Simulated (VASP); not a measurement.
# PbS (Galena) (Fm-3m) in VASP: settings compared

PbS (Galena) is run at these levels: PBEsol, LDA; tasks: single point.

All numbers are computed with VASP 6.6.1; they aren't measurements. Logs are shortened: lines on timing, memory, paths and dates and some standing lists are left out, and cuts for length are marked.

## Step 1: The cell of the first run

It takes space group Fm-3m (No. 225, cubic). The conventional cell has a = 5.941 Å, b = 5.941 Å, c = 5.941 Å, α = 90.00°, β = 90.00°, γ = 90.00°. Within 3.9 Å of Pb (site symmetry m-3m) lie 6 S at 2.97 Å. Within 3.9 Å of S (site symmetry m-3m) lie 6 Pb at 2.97 Å.

## Step 2: Single point, PBEsol

INCAR

```
PREC     = Accurate       # precision mode
ENCUT    = 500            # plane-wave cutoff, eV
EDIFF    = 1E-6           # SCF threshold, eV
ISMEAR   = 0              # smearing method
SIGMA    = 0.01           # smearing width, eV
LREAL    = False          # projectors in reciprocal space
LASPH    = True           # aspherical terms in the spheres
NELM     = 120            # most SCF steps
ALGO     = Normal         # electronic algorithm
ISIF     = 2              # what is computed and relaxed
LWAVE    = False          # write WAVECAR
LCHARG   = False          # write CHGCAR
GGA      = PS             # functional
NBANDS   = 17             # bands
GGA_COMPAT= False
```

KPOINTS

```
Automatic mesh
0
Gamma
  3 3 3
```

POSCAR

```
PbS
1.0
    0.0000000000      2.9705683225      2.9705683225
    2.9705683225      0.0000000000      2.9705683225
    2.9705683225      2.9705683225      0.0000000000
Pb S
1 1
Direct
    0.0000000000      0.0000000000      0.0000000000
    0.5000000000      0.5000000000      0.5000000000
```

Potentials or basis: VASP PAW PBE potentials, release 64 (Pb_d, S).

Started as:

```sh
> cat potpaw_PBE.64/Pb_d/POTCAR potpaw_PBE.64/S/POTCAR > POTCAR
> mpirun -np 1 vasp_std > vasp.out
```

OUTCAR:

```text
PREC = Accurate
   ENCUT = 500
   EDIFF = 1E-6
   ISMEAR = 0
   LREAL = False
   LASPH = True
   NELM = 120
   ISIF = 2
   GGA = PS

 ion  position               nearest neighbor table
   1  0.000  0.000  0.000-   2 2.97   2 2.97   2 2.97   2 2.97   2 2.97   2 2.97
   2  0.500  0.500  0.500-   1 2.97   1 2.97   1 2.97   1 2.97   1 2.97   1 2.97

  LATTYP: Found a face centered cubic cell.
 ALAT       =     5.9411366450

  Lattice vectors:

 A1 = (   0.0000000000,   2.9705683225,   2.9705683225)
 A2 = (   2.9705683225,   0.0000000000,   2.9705683225)
 A3 = (   2.9705683225,   2.9705683225,   0.0000000000)

Analysis of symmetry for initial positions (statically):
=====================================================================
 Subroutine PRICEL returns:
 Original cell was already a primitive cell.

 Routine SETGRP: Setting up the symmetry group for a
 face centered cubic supercell.

 Subroutine GETGRP returns: Found 48 space group operations
 (whereof 48 operations were pure point group operations)
 out of a pool of 48 trial point group operations.

The static configuration has the point symmetry O_h .

Analysis of symmetry for dynamics (positions and initial velocities):
=====================================================================
 Subroutine PRICEL returns:
 Original cell was already a primitive cell.

 Routine SETGRP: Setting up the symmetry group for a
 face centered cubic supercell.

 Subroutine GETGRP returns: Found 48 space group operations
 (whereof 48 operations were pure point group operations)
 out of a pool of 48 trial point group operations.

The dynamic configuration has the point symmetry O_h .

 Subroutine INISYM returns: Found 48 space group operations
 (whereof 48 operations are pure point group operations),
 and found     1 'primitive' translations

----------------------------------------------------------------------------------------

                                     Primitive cell

  volume of cell :      52.4262

  direct lattice vectors                    reciprocal lattice vectors
     0.000000000  2.970568323  2.970568323    -0.168317960  0.168317960  0.168317960
     2.970568323  0.000000000  2.970568323     0.168317960 -0.168317960  0.168317960
     2.970568323  2.970568323  0.000000000     0.168317960  0.168317960 -0.168317960

  length of vectors
     4.201018010  4.201018010  4.201018010     0.291535258  0.291535258  0.291535258

  position of ions in fractional coordinates (direct lattice)
     0.000000000  0.000000000  0.000000000
     0.500000000  0.500000000  0.500000000

[... 56 lines left out ...]
   LREAL  =      F    real-space projection
   EDIFFG = 0.1E-04   stopping-criterion for IOM
   NSW    =      0    number of steps for IOM
   IBRION =     -1    ionic relax: 0-MD 1-quasi-New 2-CG
   NFREE  =      0    steps in history (QN), initial steepest desc. (CG)
   ISIF   =      2    stress and relaxation
   ISYM   =      2    0-nonsym 1-usesym 2-fastsym
   POTIM  = 0.5000    time-step for ionic-motion
   TEBEG  =    0.0;   TEEND  =   0.0 temperature during run
   PSTRESS=    0.0 pullay stress
   NELECT =      20.0000    total number of electrons
   NUPDOWN=      -1.0000    fix difference up-down
   EMIN   =  10.00;   EMAX   =-10.00  energy-range for DOS
   EFERMI =   0.00;   METHOD = LEGACY
   ISMEAR =     0;   SIGMA  =   0.01  broadening in eV -4-tet -1-fermi 0-gaus
   EFERMI_NEDOS =   21; number of points for ismear=-14 and -15
   IALGO  =     38    algorithm
   IMIX   =      4    mixing-type and parameters
     AMIX     =   0.40;   BMIX     =  1.00
     AMIX_MAG =   1.60;   BMIX_MAG =  1.00
  volume/ion in A,a.u.               =      26.21       176.89
  Fermi-wavevector in a.u.,A,eV,Ry     =   1.187322  2.243714 19.180598  1.409734
  Thomas-Fermi vector in A             =   2.323476
   LORBIT       =      0    0 simple, 1 ext, 2 COOP (PROOUT), +10 PAW based schemes
   GGA     = PS    functional components
   LHFCALC =     F    Hartree Fock is set to
   AEXX    =    0.0000 exact exchange contribution
   IVDW    =     0    specifies the selected vdW correction
   LEPSILON=     F    determine dielectric tensor
   LRPA    =     F    only Hartree local field effects (RPA)
 non-spin polarized calculation
 Gauss-broadening in eV      SIGMA  =   0.01
  energy-cutoff  :      500.00
  volume of cell :       52.43
 maximum number of plane-waves:      1363
 NGX is ok and might be reduce to    30
   NGX = 15   NGY = 15   NGZ = 15

 number of electron      19.9999999 magnetization

 Free energy of the ion-electron system (eV)
  ---------------------------------------------------
  ext. energy  EPLUGINS =         0.00000000
  ---------------------------------------------------
  free energy    TOTEN  =        -9.57520406 eV

  energy without entropy =       -9.57520406  energy(sigma->0) =       -9.57520406

 E-fermi :   4.9611     XC(G=0):  -9.8805

 val. band max:        4.8409063876   @ k =   0.3333   0.0000   0.0000
 cond. band min:       6.9977378325   @ k =   0.3333   0.0000   0.0000
 fundamental gap:      2.1568314448
 Fermi energy:         4.9610683623

 k-point     1 :       0.0000    0.0000    0.0000
  band No.  band energies     occupation
      1     -11.1421      2.00000
      2     -11.1421      2.00000
      3     -11.1421      2.00000
      4     -11.1301      2.00000
      5     -11.1301      2.00000
      6      -7.9726      2.00000
[... 57 lines left out ...]
      4     -11.1086      2.00000
      5     -11.0949      2.00000
      6      -6.3810      2.00000
[... 9 lines left out ...]
     16      15.7039      0.00000
     17      17.4321      0.00000

------------------------ aborting loop because EDIFF is reached ----------------------------------------

  FORCE on cell =-STRESS in cart. coord.  units (eV):
  Direction    XX          YY          ZZ          XY          YZ          ZX
  --------------------------------------------------------------------------------------
  -------------------------------------------------------------------------------------
  Total       -0.7439803     -0.7439803     -0.7439803      0.0000000      0.0000000     -0.0000000
  in kB      -22.7364875    -22.7364875    -22.7364875      0.0000000      0.0000000     -0.0000000
  external PRESSURE =     -22.7364875 kB  Pullay stress =       0.0000000 kB

 VOLUME and BASIS-vectors are now :
 -----------------------------------------------------------------------------
  energy-cutoff  :      500.00
  volume of cell :       52.43
      direct lattice vectors                 reciprocal lattice vectors
     0.000000000  2.970568323  2.970568323    -0.168317960  0.168317960  0.168317960
     2.970568323  0.000000000  2.970568323     0.168317960 -0.168317960  0.168317960
     2.970568323  2.970568323  0.000000000     0.168317960  0.168317960 -0.168317960

 POSITION                                       TOTAL-FORCE (eV/Angst)
 -----------------------------------------------------------------------------------
      0.00000      0.00000      0.00000         0.000000      0.000000      0.000000
      2.97057      2.97057      2.97057         0.000000     -0.000000     -0.000000
 -----------------------------------------------------------------------------------
    total drift:                                0.000000     -0.000000     -0.000000

  FREE ENERGIE OF THE ION-ELECTRON SYSTEM (eV)
  ---------------------------------------------------
  free  energy   TOTEN  =        -9.5752040635 eV

  energy  without entropy=       -9.5752040635  energy(sigma->0) =       -9.57520406
```

OSZICAR:

```text
N       E                     dE             d eps       ncg     rms          rms(c)
DAV:   1     0.157802978920E+03    0.15780E+03   -0.92057E+03   136   0.116E+03
DAV:   2     0.299537199547E+01   -0.15481E+03   -0.14896E+03   136   0.317E+02
DAV:   3    -0.965221713659E+01   -0.12648E+02   -0.12564E+02   188   0.944E+01
DAV:   4    -0.994908595930E+01   -0.29687E+00   -0.29658E+00   159   0.159E+01
DAV:   5    -0.996031582682E+01   -0.11230E-01   -0.11229E-01   182   0.308E+00    0.505E+00
DAV:   6    -0.957942304006E+01    0.38089E+00   -0.11479E+00   216   0.741E+00    0.347E+00
DAV:   7    -0.957600312359E+01    0.34199E-02   -0.10234E-01   158   0.168E+00    0.178E+00
DAV:   8    -0.957530468449E+01    0.69844E-03   -0.10237E-02   144   0.903E-01    0.106E-01
DAV:   9    -0.957516614937E+01    0.13854E-03   -0.19873E-03   213   0.294E-01    0.642E-02
DAV:  10    -0.957520149018E+01   -0.35341E-04   -0.21644E-04   176   0.119E-01    0.136E-02
DAV:  11    -0.957520399400E+01   -0.25038E-05   -0.15162E-05   155   0.264E-02    0.488E-03
DAV:  12    -0.957520406352E+01   -0.69518E-07   -0.85339E-07   125   0.761E-03
   1 F= -.95752041E+01 E0= -.95752041E+01  d E =-.327948E-65
```

Run time: 5.7 s. Hardware: 1 thread of Intel Xeon Platinum 8375C at 2.90GHz (Ice Lake), shared host; peak memory 0.17 GiB.

What came out:

| Property | Result |
| --- | --- |
| Free energy | -9.5752 eV |
| Pressure | -2.3 GPa |

Levels at points of the mesh, in eV from the Fermi level:
| k point | band 8 | band 9 | band 10 | band 11 | band 12 | band 13 |
| --- | --- | --- | --- | --- | --- | --- |
| (0.00, 0.00, 0.00) | -1.52 | -1.52 | -1.52 | 5.79 | 5.79 | 5.79 |

Caveat: the k points lie up to 0.61 Å⁻¹ apart; this odd mesh misses L, where the gap lies, so gap, dielectric constants and Born charges aren't listed; the PAW data sets were made with another functional, which shifts forces and pressure a little; spin-orbit coupling is left out, which moves the levels of the heavy elements.

[end of part 1 of 2]
